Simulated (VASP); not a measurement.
# SnO2 (R3m) in VASP: further runs

Runs on SnO2. Level: PBEsol. Tasks: single point.

Everything below comes from runs of VASP 6.6.1. Logs are shortened: lines on timing, memory, paths and dates and some standing lists are left out, and cuts for length are marked.

## Step 1: The cell of the first run

The typed cell holds 12 atoms: a = 6.242 Å, b = 6.242 Å, c = 6.242 Å, α = 59.56°, β = 59.56°, γ = 59.56°.

## Step 2: Single point, PBEsol (14.19 Å³/atom)

INCAR

```
ALGO = Normal
EDIFF = 1E-6
ENCUT = 520
GGA = PS
ISIF = 2
ISMEAR = 0
LASPH = T
LCHARG = F
LREAL = F
LWAVE = F
NBANDS = 64
NELM = 80
PREC = Accurate
SIGMA = 0.05
```

KPOINTS

```
k-points
0
Gamma
  6 6 6
```

POSCAR

```
SnO2
1.0
    3.1002707489      1.7899421515      5.1137932579
   -3.1002707489      1.7899421515      5.1137932579
    0.0000000000     -3.5798843028      5.1137932580
Sn O
4 8
Direct
    0.8646807174      0.8646807174      0.8646807174
    0.3648245829      0.3648245829      0.8648190111
    0.3648245829      0.8648190111      0.3648245829
    0.8648190111      0.3648245829      0.3648245829
    0.1235003534      0.6233501671      0.6233501671
    0.6233501671      0.1235003534      0.6233501671
    0.6233501671      0.6233501671      0.1235003534
    0.6062113146      0.6062113146      0.6062113146
    0.1234715296      0.1234715296      0.1234715296
    0.1060883083      0.1060883083      0.6062369573
    0.1060883083      0.6062369573      0.1060883083
    0.6062369573      0.1060883083      0.1060883083
```

Potentials or basis: VASP PAW PBE potentials, release 64 (Sn_d, O).

Run with:

```console
$ cat potpaw_PBE.64/Sn_d/POTCAR potpaw_PBE.64/O/POTCAR > POTCAR
$ mpirun -np 1 vasp_std > vasp.out
```

OUTCAR:

```text
EDIFF = 1E-6
   ENCUT = 520
   GGA = PS
   ISIF = 2
   ISMEAR = 0
   LASPH = T
   LREAL = F
   NELM = 80
   PREC = Accurate

 ion  position               nearest neighbor table
   1  0.865  0.865  0.865-   7 2.13   6 2.13   5 2.13  10 2.13  11 2.13  12 2.13   3 3.10   4 3.10
                             3 3.10   4 3.10   2 3.10   2 3.10
   2  0.365  0.365  0.865-  11 2.13  12 2.13   9 2.13   8 2.13   5 2.13   6 2.13   3 3.10   4 3.10
                             1 3.10   1 3.10   4 3.10   3 3.10
   3  0.365  0.865  0.365-  12 2.13  10 2.13   9 2.13   8 2.13   5 2.13   7 2.13   2 3.10   4 3.10
                             1 3.10   1 3.10   2 3.10   4 3.10
   4  0.865  0.365  0.365-  11 2.13  10 2.13   9 2.13   8 2.13   6 2.13   7 2.13   2 3.10   3 3.10
                             1 3.10   1 3.10   2 3.10   3 3.10
   5  0.124  0.623  0.623-   1 2.13   3 2.13   2 2.13
   6  0.623  0.124  0.623-   1 2.13   4 2.13   2 2.13
   7  0.623  0.623  0.124-   1 2.13   3 2.13   4 2.13
   8  0.606  0.606  0.606-   2 2.13   3 2.13   4 2.13
   9  0.123  0.123  0.123-   2 2.13   3 2.13   4 2.13
  10  0.106  0.106  0.606-   3 2.13   4 2.13   1 2.13
  11  0.106  0.606  0.106-   4 2.13   2 2.13   1 2.13
  12  0.606  0.106  0.106-   3 2.13   2 2.13   1 2.13

  LATTYP: Found a trigonal (rhomboedric) cell.
 ALAT       =     6.2423115195
 COS(alpha) =     0.5066690473

  Lattice vectors:

 A1 = (   3.1002707489,   1.7899421515,   5.1137932579)
 A2 = (  -3.1002707489,   1.7899421515,   5.1137932579)
 A3 = (   0.0000000000,  -3.5798843028,   5.1137932580)

Analysis of symmetry for initial positions (statically):
=====================================================================
 Subroutine PRICEL returns:
 Original cell was already a primitive cell.

 Routine SETGRP: Setting up the symmetry group for a
 trigonal (rhombohedral) supercell.

 Subroutine GETGRP returns: Found  6 space group operations
 (whereof  6 operations were pure point group operations)
 out of a pool of 12 trial point group operations.

The static configuration has the point symmetry C_3v.

Analysis of symmetry for dynamics (positions and initial velocities):
=====================================================================
 Subroutine PRICEL returns:
 Original cell was already a primitive cell.

 Routine SETGRP: Setting up the symmetry group for a
 trigonal (rhombohedral) supercell.

 Subroutine GETGRP returns: Found  6 space group operations
 (whereof  6 operations were pure point group operations)
 out of a pool of 12 trial point group operations.

The dynamic configuration has the point symmetry C_3v.

 Subroutine INISYM returns: Found  6 space group operations
 (whereof  6 operations are pure point group operations),
 and found     1 'primitive' translations

----------------------------------------------------------------------------------------

                                     Primitive cell

  volume of cell :     170.2680

  direct lattice vectors                    reciprocal lattice vectors
     3.100270749  1.789942152  5.113793258     0.161276237  0.093112879  0.065183185
    -3.100270749  1.789942152  5.113793258    -0.161276237  0.093112879  0.065183185
     0.000000000 -3.579884303  5.113793258     0.000000000 -0.186225758  0.065183185

  length of vectors
     6.242311520  6.242311520  6.242311520     0.197304031  0.197304031  0.197304031

  position of ions in fractional coordinates (direct lattice)
     0.864680717  0.864680717  0.864680717
     0.364824583  0.364824583  0.864819011
     0.364824583  0.864819011  0.364824583
     0.864819011  0.364824583  0.364824583
     0.123500353  0.623350167  0.623350167
     0.623350167  0.123500353  0.623350167
     0.623350167  0.623350167  0.123500353
     0.606211315  0.606211315  0.606211315
     0.123471530  0.123471530  0.123471530
     0.106088308  0.106088308  0.606236957
     0.106088308  0.606236957  0.106088308
     0.606236957  0.106088308  0.106088308

  ion indices of the primitive-cell ions
   primitive index   ion index
                 1           1
                 2           2
                 3           3
                 4           4
                 5           5
                 6           6
                 7           7
                 8           8
                 9           9
                10          10
                11          11
                12          12

----------------------------------------------------------------------------------------

 KPOINTS: k-points

Automatic generation of k-mesh.
 Grid dimensions read from file:
 generate k-points for:    6    6    6

 Generating k-lattice:

  Cartesian coordinates                     Fractional coordinates (reciprocal lattice)
     0.026879373  0.015518813  0.010863864     0.166666667  0.000000000  0.000000000
    -0.026879373  0.015518813  0.010863864     0.000000000  0.166666667  0.000000000
     0.000000000 -0.031037626  0.010863864     0.000000000  0.000000000  0.166666667

  Length of vectors
     0.032884005  0.032884005  0.032884005

  Shift w.r.t. Gamma in fractional coordinates (k-lattice)
     0.000000000  0.000000000  0.000000000

 Subroutine IBZKPT returns following result:
 ===========================================

 Found     32 irreducible k-points:

 Following reciprocal coordinates:
            Coordinates               Weight
  0.000000  0.000000  0.000000      1.000000
  0.166667  0.000000  0.000000      6.000000
  0.333333 -0.000000  0.000000      6.000000
  0.500000  0.000000  0.000000      3.000000
  0.166667  0.166667  0.000000      6.000000
  0.333333  0.166667  0.000000     12.000000
[... 16 lines left out ...]
  0.500000  0.500000  0.166667      6.000000
 -0.333333  0.500000  0.166667     12.000000
 [... further k-points ...]
   k-points           NKPTS =     32   k-points in BZ     NKDIM =     32   number of bands    NBANDS=     64
   number of dos      NEDOS =    301   number of ions     NIONS =     12
   total plane-waves  NPLWV = 110592
   dimension x,y,z NGX =    48 NGY =   48 NGZ =   48
   dimension x,y,z NGXF=    96 NGYF=   96 NGZF=   96
   ions per type =               4   8
   NGX,Y,Z   is equivalent  to a cutoff of  12.78, 12.78, 12.78 a.u.
   NGXF,Y,Z  is equivalent  to a cutoff of  25.57, 25.57, 25.57 a.u.
 SYSTEM =  unknown system
   PREC   = accura    normal or accurate (medium, high low for compatibility)
   ISTART =      0    job   : 0-new  1-cont  2-samecut
   ICHARG =      2    charge: 1-file 2-atom 10-const
   ISPIN  =      1    spin polarized calculation?
   LNONCOLLINEAR =      F non collinear calculations
   LSORBIT =      F    spin-orbit coupling
   LASPH  =      T    aspherical Exc in radial PAW
   ENCUT  =  520.0 eV  38.22 Ry    6.18 a.u.  11.61 11.61 11.61*2*pi/ulx,y,z
   NELM   =     80;   NELMIN=  2; NELMDL= -5     # of ELM steps
   EDIFF  = 0.1E-05   stopping-criterion for ELM
   LREAL  =      F    real-space projection
[... 7 lines left out ...]
   TEBEG  =    0.0;   TEEND  =   0.0 temperature during run
   PSTRESS=    0.0 pullay stress
   NELECT =     104.0000    total number of electrons
   NUPDOWN=      -1.0000    fix difference up-down
   EMIN   =  10.00;   EMAX   =-10.00  energy-range for DOS
   EFERMI =   0.00;   METHOD = LEGACY
   ISMEAR =     0;   SIGMA  =   0.05  broadening in eV -4-tet -1-fermi 0-gaus
   EFERMI_NEDOS =   21; number of points for ismear=-14 and -15
   IALGO  =     38    algorithm
   IMIX   =      4    mixing-type and parameters
     AMIX     =   0.40;   BMIX     =  1.00
     AMIX_MAG =   1.60;   BMIX_MAG =  1.00
  volume/ion in A,a.u.               =      14.19        95.75
  Fermi-wavevector in a.u.,A,eV,Ry     =   1.389019  2.624866 26.250734  1.929374
  Thomas-Fermi vector in A             =   2.513090
   LORBIT       =      0    0 simple, 1 ext, 2 COOP (PROOUT), +10 PAW based schemes
   GGA     = PS    functional components
   LHFCALC =     F    Hartree Fock is set to
   AEXX    =    0.0000 exact exchange contribution
   IVDW    =     0    specifies the selected vdW correction
   LEPSILON=     F    determine dielectric tensor
   LRPA    =     F    only Hartree local field effects (RPA)
 non-spin polarized calculation
 Gauss-broadening in eV      SIGMA  =   0.05
  energy-cutoff  :      520.00
  volume of cell :      170.27
 maximum number of plane-waves:      4609
 NGX is ok and might be reduce to    48
   NGX = 23   NGY = 23   NGZ = 23

 number of electron     103.9999979 magnetization

 Free energy of the ion-electron system (eV)
  ---------------------------------------------------
  ext. energy  EPLUGINS =         0.00000000
  ---------------------------------------------------
  free energy    TOTEN  =       -76.30137227 eV

  energy without entropy =      -76.30137227  energy(sigma->0) =      -76.30137227

 E-fermi :   3.3265     XC(G=0): -10.3033

 val. band max:        3.0747021376   @ k =   0.5000   0.3333   0.0000
 cond. band min:       5.4854539473   @ k =   0.0000   0.0000   0.0000
 fundamental gap:      2.4107518097
 Fermi energy:         3.3264505840

 k-point     1 :       0.0000    0.0000    0.0000
  band No.  band energies     occupation
      1     -17.3579      2.00000
      2     -17.3579      2.00000
      3     -17.3579      2.00000
      4     -16.6081      2.00000
      5     -16.5234      2.00000
      6     -16.5234      2.00000
[... 56 lines left out ...]
     63      14.1456      0.00000
     64      14.5188      0.00000

 k-point     2 :       0.1667    0.0000    0.0000
  band No.  band energies     occupation
      1     -17.3147      2.00000
      2     -17.3147      2.00000
      3     -17.3104      2.00000
      4     -16.5958      2.00000
      5     -16.5568      2.00000
      6     -16.5012      2.00000
[... 1530 lines left out ...]
     63      12.7130      0.00000
     64      12.8773      0.00000

 [... further k-points ...]

------------------------ aborting loop because EDIFF is reached ----------------------------------------

  FORCE on cell =-STRESS in cart. coord.  units (eV):
  Direction    XX          YY          ZZ          XY          YZ          ZX
  --------------------------------------------------------------------------------------
  -------------------------------------------------------------------------------------
  Total        5.2601235      5.2601235    -12.5912599      0.0000000     -0.0000000      0.0000000
  in kB       49.4963859     49.4963859   -118.4804614      0.0000000     -0.0000000      0.0000000
  external PRESSURE =      -6.4958965 kB  Pullay stress =       0.0000000 kB

 VOLUME and BASIS-vectors are now :
 -----------------------------------------------------------------------------
  energy-cutoff  :      520.00
  volume of cell :      170.27
      direct lattice vectors                 reciprocal lattice vectors
     3.100270749  1.789942152  5.113793258     0.161276237  0.093112879  0.065183185
    -3.100270749  1.789942152  5.113793258    -0.161276237  0.093112879  0.065183185
     0.000000000 -3.579884303  5.113793258     0.000000000 -0.186225758  0.065183185

 POSITION                                       TOTAL-FORCE (eV/Angst)
 -----------------------------------------------------------------------------------
      0.00000      0.00000     13.26540        -0.000000      0.000000      0.002986
      0.00000     -1.78992      8.15378        -0.000000      0.001059     -0.000984
     -1.55012      0.89496      8.15378         0.000917     -0.000530     -0.000984
      1.55012      0.89496      8.15378        -0.000917     -0.000530     -0.000984
     -1.54967     -0.89470      7.00692        -0.000489     -0.000282      1.338113
      1.54967     -0.89470      7.00692         0.000489     -0.000282      1.338113
      0.00000      1.78940      7.00692        -0.000000      0.000564      1.338113
      0.00000      0.00000      9.30012        -0.000000     -0.000000     -1.340480
      0.00000      0.00000      1.89422        -0.000000      0.000000      1.333339
      0.00000     -1.79047      4.18520        -0.000000      0.000541     -1.335744
     -1.55060      0.89524      4.18520         0.000469     -0.000271     -1.335744
      1.55060      0.89524      4.18520        -0.000469     -0.000271     -1.335744
 -----------------------------------------------------------------------------------
    total drift:                                0.000000      0.000000     -0.000260

  FREE ENERGIE OF THE ION-ELECTRON SYSTEM (eV)
  ---------------------------------------------------
  free  energy   TOTEN  =       -76.3013722743 eV

  energy  without entropy=      -76.3013722743  energy(sigma->0) =      -76.30137227
```

Wall time 3.4 min (1 thread of Intel Xeon 6975P-C (Granite Rapids), shared host); peak memory 0.47 GiB.

Results:

```
Free energy            : -76.3014 eV
Pressure               : -0.6 GPa
Largest force          : 1.340 eV/Å
Band gap on the k mesh : 2.41 eV
```

Forces on the atoms (eV/Å):
```
Sn   0.000  0.000  0.003
Sn   0.000  0.001 -0.001
Sn   0.001 -0.001 -0.001
Sn  -0.001 -0.001 -0.001
O    0.000  0.000  1.338
O    0.000  0.000  1.338
O    0.000  0.001  1.338
O    0.000  0.000 -1.340
O    0.000  0.000  1.333
O    0.000  0.001 -1.336
O    0.000  0.000 -1.336
O    0.000  0.000 -1.336
```

Levels at points of the mesh, in eV from the valence-band top:
| k point | band 49 | band 50 | band 51 | band 52 | band 53 | band 54 | band 55 | band 56 |
| --- | --- | --- | --- | --- | --- | --- | --- | --- |
| (0.00, 0.00, 0.00) | -0.17 | 0.00 | 0.00 | 0.00 | 2.41 | 5.17 | 5.17 | 5.17 |
| (0.50, 0.00, 0.00) | -0.30 | -0.30 | -0.10 | -0.10 | 4.58 | 4.59 | 5.80 | 5.80 |
| (0.50, 0.50, 0.00) | -0.33 | -0.33 | -0.05 | -0.05 | 4.78 | 4.78 | 5.88 | 5.88 |
| (0.50, 0.50, 0.50) | -0.39 | -0.39 | -0.35 | -0.35 | 3.50 | 5.46 | 5.46 | 5.46 |

Caveat: the stress differs along the axes, from -12 to 5 GPa; the PAW data sets were made with another functional, which shifts forces and pressure a little; spin-orbit coupling is left out, which moves the levels of the heavy elements.

## Step 3: Single point, PBEsol (14.19 Å³/atom)

INCAR

```
SYSTEM = SnO2
PREC     = Accurate       ! precision mode
ENCUT    = 520            ! plane-wave cutoff, eV
EDIFF    = 1E-6           ! SCF threshold, eV
ISMEAR   = 0              ! smearing method
SIGMA    = 0.05           ! smearing width, eV
LREAL    = .FALSE.        ! projectors in reciprocal space
LASPH    = .TRUE.         ! aspherical terms in the spheres
NELM     = 100            ! most SCF steps
ALGO     = Normal         ! electronic algorithm
ISIF     = 2              ! what is computed and relaxed
LWAVE    = .FALSE.        ! write WAVECAR
LCHARG   = .FALSE.        ! write CHGCAR
GGA      = PS             ! functional
NBANDS   = 64             ! bands
```

KPOINTS

```
regular mesh
0
G
  6 6 6
  0 0 0
```

POSCAR: that of step 2 with these lines changed.

```diff
@@ -2,5 +2,5 @@
 1.0
-    3.1002707489      1.7899421515      5.1137932579
-   -3.1002707489      1.7899421515      5.1137932579
-    0.0000000000     -3.5798843028      5.1137932580
+    3.5002092045      2.0208467265      4.0119397902
+   -3.5002092045      2.0208467265      4.0119397902
+    0.0000000000     -4.0416934529      4.0119397903
 Sn O
```

Potentials or basis: VASP PAW PBE potentials, release 64 (Sn_d, O).

Run with:

```console
$ cat potpaw_PBE.64/Sn_d/POTCAR potpaw_PBE.64/O/POTCAR > POTCAR
$ mpirun -np 1 vasp_std > vasp.out
```

It took 3.6 min on 1 thread of Intel Xeon 6975P-C (Granite Rapids), shared host; peak memory 0.39 GiB.

Results (log left out):

- Free energy: -75.2968 eV
- Pressure: -18.4 GPa
- Largest force: 0.294 eV/Å
- Band gap on the k mesh: 0.06 eV

Forces in eV/Å, atoms in the order of the input:
```
Sn   0.000  0.000  0.002
Sn   0.000 -0.002 -0.002
Sn  -0.001  0.001 -0.002
Sn   0.001  0.001 -0.002
O   -0.001  0.000  0.291
O    0.001  0.000  0.291
O    0.000  0.001  0.291
O    0.000  0.000 -0.289
O    0.000  0.000  0.294
O    0.000  0.001 -0.292
O    0.001  0.000 -0.292
O   -0.001  0.000 -0.292
```

Stress tensor (GPa, compression positive):
```
-24.05   0.00   0.00
  0.00 -24.05   0.00
  0.00   0.00  -7.08
```

Levels at points of the mesh, in eV from the valence-band top:
```tsv
k point	band 48	band 49	band 50	band 51	band 52	band 53	band 54	band 55	band 56	band 57
(0.00, 0.00, 0.00)	-0.52	-0.06	-0.06	-0.06	0.00	0.06	3.44	3.44	3.44	4.66
(0.50, 0.00, 0.00)	-0.33	-0.17	-0.17	-0.06	-0.06	2.55	2.55	3.99	3.99	5.37
(0.50, 0.50, 0.00)	-1.02	-0.38	-0.38	-0.14	-0.14	3.12	3.12	3.95	3.95	6.15
(0.50, 0.50, 0.50)	-1.16	-1.16	-1.04	-1.04	-1.04	2.47	3.98	3.98	3.98	5.21
```

Caveat: the stress differs along the axes, from -24 to -7 GPa; semilocal functionals underestimate gaps, and a narrow one can read as zero; the PAW data sets were made with another functional, which shifts forces and pressure a little; spin-orbit coupling is left out, which moves the levels of the heavy elements.
